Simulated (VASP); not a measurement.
# Cu (P2/m) in VASP: a series of runs, part 2 of 2

VASP 6.6.1. Earlier steps stand in the parts before.

**3. Single point, PBEsol**

The input, INCAR:

```
ALGO = Normal ; EDIFF = 1E-6
ENCUT = 600 ; GGA = PS
GGA_COMPAT = F ; ISIF = 2
ISMEAR = -1 ; LASPH = T
LCHARG = F ; LREAL = F
LWAVE = F ; NBANDS = 12
NELM = 120 ; PREC = Accurate
SIGMA = 0.1
```

The input, KPOINTS:

```
k-points
0
Gamma
  3 13 2
```

The input, POSCAR:

```
Cu
1.0
   11.5702540000      0.0000000000      0.0000000000
    0.0000000000      2.2382120000      0.0000000000
   -4.5956240000      0.0000000000     21.7433880000
Cu
1
Direct
    0.5000000000      0.5000000000      0.5000000000
```

Potentials or basis: VASP PAW PBE potentials, release 64 (Cu).

Launch:

```sh
$ cat potpaw_PBE.64/Cu/POTCAR > POTCAR
$ mpirun -np 1 vasp_std > vasp.out
```

OUTCAR:

```text
EDIFF = 1E-6
   ENCUT = 600
   GGA = PS
   ISIF = 2
   ISMEAR = -1
   LASPH = T
   LREAL = F
   NELM = 120
   PREC = Accurate

 ion  position               nearest neighbor table
   1  0.500  0.500  0.500-

  LATTYP: Found a simple monoclinic cell.
 ALAT       =    11.5702540000
 B/A-ratio  =     0.1934453643
 C/A-ratio  =     1.9207652137
 COS(beta)  =    -0.2067889433

  Lattice vectors:

 A1 = (  11.5702540000,   0.0000000000,   0.0000000000)
 A2 = (   0.0000000000,   2.2382120000,   0.0000000000)
 A3 = (  -4.5956240000,   0.0000000000,  21.7433880000)

Analysis of symmetry for initial positions (statically):
=====================================================================
 Subroutine PRICEL returns:
 Original cell was already a primitive cell.

 Routine SETGRP: Setting up the symmetry group for a
 simple monoclinic supercell.

 Subroutine GETGRP returns: Found  4 space group operations
 (whereof  4 operations were pure point group operations)
 out of a pool of  4 trial point group operations.

The static configuration has the point symmetry C_2h.

Analysis of symmetry for dynamics (positions and initial velocities):
=====================================================================
 Subroutine PRICEL returns:
 Original cell was already a primitive cell.

 Routine SETGRP: Setting up the symmetry group for a
 simple monoclinic supercell.

 Subroutine GETGRP returns: Found  4 space group operations
 (whereof  4 operations were pure point group operations)
 out of a pool of  4 trial point group operations.

The dynamic configuration has the point symmetry C_2h.

 Subroutine INISYM returns: Found  4 space group operations
 (whereof  4 operations are pure point group operations),
 and found     1 'primitive' translations

----------------------------------------------------------------------------------------

                                     Primitive cell

  volume of cell :     563.0816

  direct lattice vectors                    reciprocal lattice vectors
    11.570254000  0.000000000  0.000000000     0.086428526  0.000000000  0.018267301
     0.000000000  2.238212000  0.000000000     0.000000000  0.446785202  0.000000000
    -4.595624000  0.000000000 21.743388000     0.000000000  0.000000000  0.045990993

  length of vectors
    11.570254000  2.238212000 22.223741397     0.088337899  0.446785202  0.045990993

  position of ions in fractional coordinates (direct lattice)
     0.500000000  0.500000000  0.500000000

  ion indices of the primitive-cell ions
   primitive index   ion index
                 1           1

----------------------------------------------------------------------------------------

 KPOINTS: k-points

Automatic generation of k-mesh.
 Grid dimensions read from file:
 generate k-points for:    3   13    2

 Generating k-lattice:

  Cartesian coordinates                     Fractional coordinates (reciprocal lattice)
     0.028809509  0.000000000  0.006089100     0.333333333  0.000000000  0.000000000
     0.000000000  0.034368092  0.000000000     0.000000000  0.076923077  0.000000000
     0.000000000  0.000000000  0.022995496     0.000000000  0.000000000  0.500000000

  Length of vectors
     0.029445966  0.034368092  0.022995496

  Shift w.r.t. Gamma in fractional coordinates (k-lattice)
     0.000000000  0.000000000  0.000000000

 Subroutine IBZKPT returns following result:
 ===========================================

 Found     28 irreducible k-points:

 Following reciprocal coordinates:
            Coordinates               Weight
  0.000000  0.000000  0.000000      1.000000
  0.333333  0.000000  0.000000      2.000000
  0.000000  0.076923  0.000000      2.000000
  0.333333  0.076923  0.000000      4.000000
  0.000000  0.153846  0.000000      2.000000
  0.333333  0.153846  0.000000      4.000000
[... 16 lines left out ...]
  0.000000  0.307692  0.500000      2.000000
  0.333333  0.307692  0.500000      4.000000
 [... further k-points ...]
   k-points           NKPTS =     28   k-points in BZ     NKDIM =     28   number of bands    NBANDS=     12
   number of dos      NEDOS =    301   number of ions     NIONS =      1
   total plane-waves  NPLWV = 311040
   dimension x,y,z NGX =    96 NGY =   18 NGZ =  180
   dimension x,y,z NGXF=   192 NGYF=   36 NGZF=  360
   ions per type =               1
   NGX,Y,Z   is equivalent  to a cutoff of  13.79, 13.37, 13.47 a.u.
   NGXF,Y,Z  is equivalent  to a cutoff of  27.59, 26.74, 26.93 a.u.
 SYSTEM =  unknown system
   PREC   = accura    normal or accurate (medium, high low for compatibility)
   ISTART =      0    job   : 0-new  1-cont  2-samecut
   ICHARG =      2    charge: 1-file 2-atom 10-const
   ISPIN  =      1    spin polarized calculation?
   LNONCOLLINEAR =      F non collinear calculations
   LSORBIT =      F    spin-orbit coupling
   LASPH  =      T    aspherical Exc in radial PAW
   ENCUT  =  600.0 eV  44.10 Ry    6.64 a.u.  23.11  4.47 44.39*2*pi/ulx,y,z
   NELM   =    120;   NELMIN=  2; NELMDL= -5     # of ELM steps
   EDIFF  = 0.1E-05   stopping-criterion for ELM
   LREAL  =      F    real-space projection
   EDIFFG = 0.1E-04   stopping-criterion for IOM
   NSW    =      0    number of steps for IOM
   IBRION =     -1    ionic relax: 0-MD 1-quasi-New 2-CG
   NFREE  =      0    steps in history (QN), initial steepest desc. (CG)
   ISIF   =      2    stress and relaxation
   ISYM   =      2    0-nonsym 1-usesym 2-fastsym
   POTIM  = 0.5000    time-step for ionic-motion
   TEBEG  =    0.0;   TEEND  =   0.0 temperature during run
   PSTRESS=    0.0 pullay stress
   NELECT =      11.0000    total number of electrons
   NUPDOWN=      -1.0000    fix difference up-down
   EMIN   =  10.00;   EMAX   =-10.00  energy-range for DOS
   EFERMI =   0.00;   METHOD = LEGACY
   ISMEAR =    -1;   SIGMA  =   0.10  broadening in eV -4-tet -1-fermi 0-gaus
   EFERMI_NEDOS =   21; number of points for ismear=-14 and -15
   IALGO  =     38    algorithm
   IMIX   =      4    mixing-type and parameters
     AMIX     =   0.40;   BMIX     =  1.00
     AMIX_MAG =   1.60;   BMIX_MAG =  1.00
  volume/ion in A,a.u.               =     563.08      3799.86
  Fermi-wavevector in a.u.,A,eV,Ry     =   0.440909  0.833197  2.644978  0.194400
  Thomas-Fermi vector in A             =   1.415886
   LORBIT       =      0    0 simple, 1 ext, 2 COOP (PROOUT), +10 PAW based schemes
   GGA     = PS    functional components
   LHFCALC =     F    Hartree Fock is set to
   AEXX    =    0.0000 exact exchange contribution
   IVDW    =     0    specifies the selected vdW correction
   LEPSILON=     F    determine dielectric tensor
   LRPA    =     F    only Hartree local field effects (RPA)
 non-spin polarized calculation
  energy-cutoff  :      600.00
  volume of cell :      563.08
 maximum number of plane-waves:     18936
 NGX is ok and might be reduce to    96
   NGX = 47   NGY =  9   NGZ = 89

 number of electron      10.9999999 magnetization

 Free energy of the ion-electron system (eV)
  ---------------------------------------------------
  ext. energy  EPLUGINS =         0.00000000
  ---------------------------------------------------
  free energy    TOTEN  =        -1.96970119 eV

  energy without entropy =       -1.93711856  energy(sigma->0) =       -1.95340987

 E-fermi :  -4.9287     XC(G=0):  -0.7454

 val. band max:       -5.1208293779   @ k =   0.0000   0.0000   0.0000
 cond. band min:      -4.4815382746   @ k =   0.0000   0.3077   0.0000
 fundamental gap:      0.6392911033
 Fermi energy:        -4.9287164781

 k-point     1 :       0.0000    0.0000    0.0000
  band No.  band energies     occupation
      1      -8.6283      2.00000
      2      -6.2203      2.00000
      3      -6.0037      1.99996
      4      -6.0037      1.99996
      5      -5.1208      1.74454
      6      -5.1208      1.74453
      7      -2.1215      0.00000
      8      -2.1146      0.00000
      9       0.0323      0.00000
     10       0.4301      0.00000
     11       0.5136      0.00000
     12       0.9728      0.00000
[... 331 lines left out ...]
 k-point    24 :       0.3333    0.3077    0.5000
  band No.  band energies     occupation
      1      -6.5091      2.00000
      2      -6.5091      2.00000
      3      -5.9470      1.99992
      4      -5.7146      1.99923
      5      -5.7146      1.99923
      6      -4.4815      0.02259
      7       1.1955      0.00000
      8       1.2022      0.00000
      9       3.0268      0.00000
     10       3.2613      0.00000
     11       3.5195      0.00000
     12       3.6072      0.00000

 [... further k-points ...]

------------------------ aborting loop because EDIFF is reached ----------------------------------------

  FORCE on cell =-STRESS in cart. coord.  units (eV):
  Direction    XX          YY          ZZ          XY          YZ          ZX
  --------------------------------------------------------------------------------------
  -------------------------------------------------------------------------------------
  Total       -0.0036276      0.3074915     -0.0009896      0.0000000      0.0000000      0.0000560
  in kB       -0.0103220      0.8749281     -0.0028158      0.0000000      0.0000000      0.0001592
  external PRESSURE =       0.2872634 kB  Pullay stress =       0.0000000 kB

 VOLUME and BASIS-vectors are now :
 -----------------------------------------------------------------------------
  energy-cutoff  :      600.00
  volume of cell :      563.08
      direct lattice vectors                 reciprocal lattice vectors
    11.570254000  0.000000000  0.000000000     0.086428526  0.000000000  0.018267301
     0.000000000  2.238212000  0.000000000     0.000000000  0.446785202  0.000000000
    -4.595624000  0.000000000 21.743388000     0.000000000  0.000000000  0.045990993

 POSITION                                       TOTAL-FORCE (eV/Angst)
 -----------------------------------------------------------------------------------
      3.48732      1.11911     10.87169         0.000000      0.000000      0.000000
 -----------------------------------------------------------------------------------
    total drift:                                0.000000     -0.000000     -0.000000

  FREE ENERGIE OF THE ION-ELECTRON SYSTEM (eV)
  ---------------------------------------------------
  free  energy   TOTEN  =        -1.9697011885 eV

  energy  without entropy=       -1.9371185586  energy(sigma->0) =       -1.95340987
```

Run time: 10 min. Hardware: 1 thread of Intel Xeon 8259CL, shared host; peak memory 0.73 GiB.

What came out:

- Free energy: -1.9697 eV
- Pressure: 0.0 GPa
- Band gap on the k mesh: zero (an odd number of electrons rules out a gap without spin polarisation)

Levels at points of the mesh, in eV from the Fermi level:
```tsv
k point	band 2	band 3	band 4	band 5	band 6	band 7	band 8	band 9	band 10	band 11
(0.00, 0.00, 0.00)	-1.29	-1.07	-1.07	-0.19	-0.19	2.81	2.81	4.96	5.36	5.44
(0.00, 0.00, 0.50)	-1.29	-1.07	-1.07	-0.19	-0.19	2.81	2.81	4.99	5.21	5.67
```

Caveat: the PAW data sets were made with another functional, which shifts forces and pressure a little.

**4. Relaxation of cell and atoms, PBEsol**

The input, INCAR:

```
SYSTEM = Cu
PREC     = Accurate       ! precision mode
ENCUT    = 600            ! plane-wave cutoff, eV
EDIFF    = 1E-7           ! SCF threshold, eV
ISMEAR   = -1             ! smearing method
SIGMA    = 0.1            ! smearing width, eV
LREAL    = .FALSE.        ! projectors in reciprocal space
LASPH    = .TRUE.         ! aspherical terms in the spheres
NELM     = 120            ! most SCF steps
ALGO     = Normal         ! electronic algorithm
ISIF     = 3              ! what is computed and relaxed
LWAVE    = .FALSE.        ! write WAVECAR
LCHARG   = .FALSE.        ! write CHGCAR
GGA      = PS             ! functional
IBRION   = 2              ! ionic algorithm
NSW      = 80             ! ionic steps
EDIFFG   = -0.005         ! ionic threshold
GGA_COMPAT= .FALSE.      
NELMIN   = 4
```

The input, KPOINTS:

```
regular mesh
0
G
  3 13 2
  0 0 0
```

POSCAR is that of step 3.

Launch:

```sh
$ cat potpaw_PBE.64/Cu/POTCAR > POTCAR
$ mpirun -np 1 vasp_std > vasp.out
```

Run time: 18 min. Hardware: 1 thread of Intel Xeon 8259CL, shared host; peak memory 0.77 GiB.

The run converged. Its results:

```
Free energy                           : -1.9711 eV
Relaxed cell                          : a = 11.569 Å, b = 2.259 Å, c = 22.222 Å, α = 90.00°, β = 101.93°, γ = 90.00°
Space group after relaxing (to 0.1 Å) : P2/m (No. 10)
Energy gained by relaxing             : 1.4 meV/atom
Ionic steps                           : 3
Pressure after relaxing               : 0.0 GPa
Band gap on the k mesh                : zero (an odd number of electrons rules out a gap without spin polarisation)
```

Step by step:
```tsv
step	energy change (eV)	largest force (eV/Å)	pressure (GPa)	volume (Å³)
1	0.0000	0.0000	0.03	563.08
2	-0.0008	0.0000	-0.02	571.25
3	-0.0014	0.0000	0.00	568.09
```

Final structure:
```
CELL_PARAMETERS angstrom
11.56874 0.00000 0.00002
0.00000 2.25852 0.00000
-4.59499 0.00000 21.74223
ATOMIC_POSITIONS crystal
Cu 0.50000 0.50000 0.50000
```

Levels at points of the mesh, in eV from the Fermi level:
| k point | band 3 | band 4 | band 5 | band 6 | band 7 | band 8 | band 9 |
| --- | --- | --- | --- | --- | --- | --- | --- |
| (0.00, 0.00, 0.00) | -1.04 | -1.04 | -0.20 | -0.20 | 2.83 | 2.84 | 4.95 |
| (0.00, 0.00, 0.50) | -1.04 | -1.04 | -0.20 | -0.20 | 2.83 | 2.84 | 4.97 |

Caveat: the PAW data sets were made with another functional, which shifts forces and pressure a little.

The gap in the log of VASP goes by the Fermi energy; the results here count the filled bands.